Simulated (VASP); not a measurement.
Here is a VASP 6.6.1 calculation.

POSCAR

```
BaTiO3
1.0
    3.9723652526      0.0000000000      0.0000000000
    0.0000000000      7.9447305053      0.0000000000
    0.0000000000      0.0000000000      8.2244571252
Ba Ti O
4 4 12
Direct
   -0.0127455550      0.0104420156     -0.0088754794
    0.0082051871     -0.0003981255      0.5057586096
    0.0135707561      0.4994051085     -0.0020870678
   -0.0138287888      0.5039789578      0.4966712012
    0.5171319527      0.2314668822      0.2384173168
    0.4836299982      0.2534571813      0.7335858049
    0.4883090745      0.7474984829      0.2394745294
    0.4733197681      0.7463609994      0.7411854554
    0.4504683951      0.2403959453      0.0201056431
    0.5532424287     -0.0040265683      0.2622772503
    0.0510869437      0.2361328680      0.2668477647
    0.5247254136      0.2610934378      0.5175824903
    0.5223527717     -0.0072669551      0.7418438575
   -0.0103306210      0.2228049144      0.7615179828
    0.4557171571      0.7619894716      0.0145376161
    0.5108503048      0.4945622759      0.2643034023
    0.0549607063      0.7661018830      0.2531401123
    0.5037207993      0.7486880765      0.5216073152
    0.5233491554      0.4922959939      0.7752323227
    0.0135637074      0.7354468470      0.7462481604
```

Contents of INCAR.step1:

```
SYSTEM = BaTiO3
PREC = Accurate
ENCUT = 520
ISMEAR = -1
SIGMA = 0.086
LREAL = Auto
LASPH = .True.
NELM = 100
NBANDS = 96
GGA = PE
ALGO = Normal
EDIFF = 1E-4
LWAVE = .True.
LCHARG = .False.
```

INCAR.step2

```
SYSTEM = BaTiO3
PREC = Accurate
ENCUT = 520
EDIFF = 1E-6
ISMEAR = -1
SIGMA = 0.086
LREAL = Auto
LASPH = .True.
NELM = 100
ALGO = Normal
ISIF = 2
LWAVE = .False.
LCHARG = .False.
METAGGA = R2SCAN
LMIXTAU = .True.
NBANDS = 96
ISTART = 1
```

File KPOINTS:

```
regular mesh
0
Gamma
  4 2 2
  0 0 0
```

Potentials or basis: VASP PAW PBE potentials, release 64 (Ba_sv, Ti_sv, O).

The run is started by

```sh
$ cat potpaw_PBE.64/Ba_sv/POTCAR potpaw_PBE.64/Ti_sv/POTCAR potpaw_PBE.64/O/POTCAR > POTCAR
$ cp INCAR.step1 INCAR
$ mpirun -np 1 vasp_std > vasp.out
$ cp INCAR.step2 INCAR
$ mpirun -np 1 vasp_std > vasp.out
```

Estimate the band gap on the k mesh.

2.64 eV, indirect (least direct gap 2.93 eV).

What does it give for the pressure?

5.4 GPa.

Predict the largest force.

2.747 eV/Å.

Forces in eV/Å, atoms in the order of the input:
```
Ba  -0.025 -1.348  0.314
Ba   0.015 -0.258 -0.173
Ba  -0.348 -0.140  0.471
Ba   0.477 -0.209 -0.322
Ti  -0.750  1.043  0.659
Ti   0.474 -0.792  0.815
Ti   1.008 -0.118 -0.317
Ti   0.696  0.915  0.269
O    1.699  0.213 -0.523
O   -0.238  0.167  0.082
O   -1.341  0.260 -0.033
O   -0.597 -0.348 -0.155
O   -0.682  0.005  0.697
O    0.821  1.696 -0.547
O    1.520 -0.584 -0.407
O    0.555  0.909 -0.624
O   -2.546 -0.729  0.729
O    0.164 -0.503 -1.030
O   -0.522 -0.287 -0.577
O   -0.380  0.106  0.671
```

Caveat: the PAW data sets were made with another functional, which shifts forces and pressure a little; spin-orbit coupling is left out, which moves the levels of the heavy elements. r2SCAN opens gaps a little over a GGA but as a rule still falls short of measured ones.
